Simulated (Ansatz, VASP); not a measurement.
## Nb8N5 in VASP and in Ansatz

INCAR

```
SYSTEM = Nb8N5
PREC = Accurate
ENCUT = 520
EDIFF = 1E-6
ISMEAR = 0
SIGMA = 0.05
LREAL = .False.
LASPH = .True.
NELM = 60
ALGO = Normal
ISIF = 2
LWAVE = .False.
LCHARG = .False.
NBANDS = 76
```

File KPOINTS:

```
regular mesh
0
Gamma
  6 6 4
  0 0 0
```

The input POSCAR:

```
Nb8N5
1.0
    3.0076251888     -4.3172798981      0.0000000000
    3.0076251888      4.3172798981      0.0000000000
    0.0000000000      0.0000000000      6.1107325947
Nb N
8 5
Direct
    0.2451400000      0.2451400000      0.7507320000
    0.7548600000      0.7548600000      0.2492680000
    0.7548600000      0.7548600000      0.7507320000
    0.2451400000      0.2451400000      0.2492680000
    0.7470840000      0.2529160000      0.5000000000
    0.2483390000      0.7516610000      0.0000000000
    0.7516610000      0.2483390000      0.0000000000
    0.2529160000      0.7470840000      0.5000000000
    0.5000000000      0.5000000000      0.0000000000
    0.5000000000      0.0000000000      0.7484270000
    0.0000000000      0.5000000000      0.2515730000
    0.0000000000      0.5000000000      0.7484270000
    0.5000000000      0.0000000000      0.2515730000
```

Input for Ansatz:

```yaml
crystal:
  lattice:
    - [3.0076251888, -4.3172798981, 0.0]
    - [3.0076251888, 4.3172798981, 0.0]
    - [0.0, 0.0, 6.1107325947]
  atoms:
    - { symbol: Nb, position: [0.24514, 0.24514, 0.750732] }
    - { symbol: Nb, position: [0.75486, 0.75486, 0.249268] }
    - { symbol: Nb, position: [0.75486, 0.75486, 0.750732] }
    - { symbol: Nb, position: [0.24514, 0.24514, 0.249268] }
    - { symbol: Nb, position: [0.747084, 0.252916, 0.5] }
    - { symbol: Nb, position: [0.248339, 0.751661, 0.0] }
    - { symbol: Nb, position: [0.751661, 0.248339, 0.0] }
    - { symbol: Nb, position: [0.252916, 0.747084, 0.5] }
    - { symbol: "N", position: [0.5, 0.5, 0.0] }
    - { symbol: "N", position: [0.5, 0.0, 0.748427] }
    - { symbol: "N", position: [0.0, 0.5, 0.251573] }
    - { symbol: "N", position: [0.0, 0.5, 0.748427] }
    - { symbol: "N", position: [0.5, 0.0, 0.251573] }
basis:
  ecutwfc: 500
  fft_grid_basis: typed
kpoints:
  mp_grid: { grid: [6, 6, 4] }
hamiltonian:
  xc: lda
scf:
  occupations: { method: gaussian, width: 0.05 }
output:
  forces: true
  stress: true
  eigenvalues: true
  bader: true
  write_density: true
  volumetric_format: npy
  elf: true
```

Alike in both runs: task single point; functional LDA; k mesh 6 × 6 × 4; occupations gaussian, width 0.05 eV; no spin polarisation.

|  | VASP | Ansatz |
| --- | --- | --- |
| version | VASP 6.6.1 | Ansatz 0.2.0 |
| potentials or method | VASP PAW LDA potentials, release 64 (Nb_sv, N), cutoff 520 eV | scalar-relativistic, plane waves, PAW |
| valence electrons in the cell | 129 | 129 |

|  | VASP | Ansatz | Ansatz less VASP |
| --- | --- | --- | --- |
| gap on the k mesh at the Fermi level (eV) | none | none | - |
| pressure (GPa) | 0.1 | 0.2 | +0.04 |
| traceless stress, the component that is largest in VASP (GPa) | -0.78 | -0.77 | +0.011 |
| rms of the force components (eV/Å) | 0.080 | 0.079 | -0.0013 |

LDA's correlation is that of Perdew and Zunger in VASP and of Perdew and Wang (1992) in Ansatz. Atom by atom the forces differ by 0.002 eV/Å (rms over components). A gap of «none» marks a metal or a gap that the smearing closes.
